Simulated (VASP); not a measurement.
Here is a VASP 6.6.1 calculation.

Contents of INCAR:

```
SYSTEM = HfO2
PREC = Accurate
ENCUT = 520
EDIFF = 1E-6
ISMEAR = -1
SIGMA = 0.05
LREAL = .False.
LASPH = .True.
NELM = 100
ALGO = Normal
ISIF = 2
LWAVE = .False.
LCHARG = .True.
GGA = PE
LELF = .True.
LVHAR = .True.
NBANDS = 31
```

The input KPOINTS:

```
Automatic mesh
0
Gamma
  8 8 5
  0 0 0
```

The input POSCAR:

```
HfO2
1.0
    3.6043162132      0.0000000000      0.0000000000
    0.0000000000      3.6043162132      0.0000000000
    0.0000000000      0.0000000000      5.2635680668
Hf O
2 4
Direct
    0.0000000000      0.0000000000      0.0000000000
    0.5000000000      0.5000000000      0.5000000000
    0.0000000000      0.5000000000      0.1932944349
    0.5000000000      0.0000000000      0.3067055651
    0.5000000000      0.0000000000      0.8067055651
    0.0000000000      0.5000000000      0.6932944349
```

Potentials or basis: VASP PAW PBE potentials, release 64 (Hf_pv, O).

Run with:

```sh
$ cat potpaw_PBE.64/Hf_pv/POTCAR potpaw_PBE.64/O/POTCAR > POTCAR
$ mpirun -np 1 vasp_std > vasp.out
```

Problem. Predict the band gap on the k mesh.

Solution. 4.65 eV (least direct gap 4.72 eV).

Problem. Predict the largest force.

Solution. 0.050 eV/Å.

Forces on the atoms (eV/Å):
```
Hf   0.000  0.000  0.000
Hf   0.000  0.000  0.000
O    0.000  0.000 -0.050
O    0.000  0.000  0.050
O    0.000  0.000  0.050
O    0.000  0.000 -0.050
```

Caveat: the cell stands under tension; spin-orbit coupling is left out, which moves the levels of the heavy elements; an odd mesh through Γ misses points on the zone boundary, where band edges can lie.
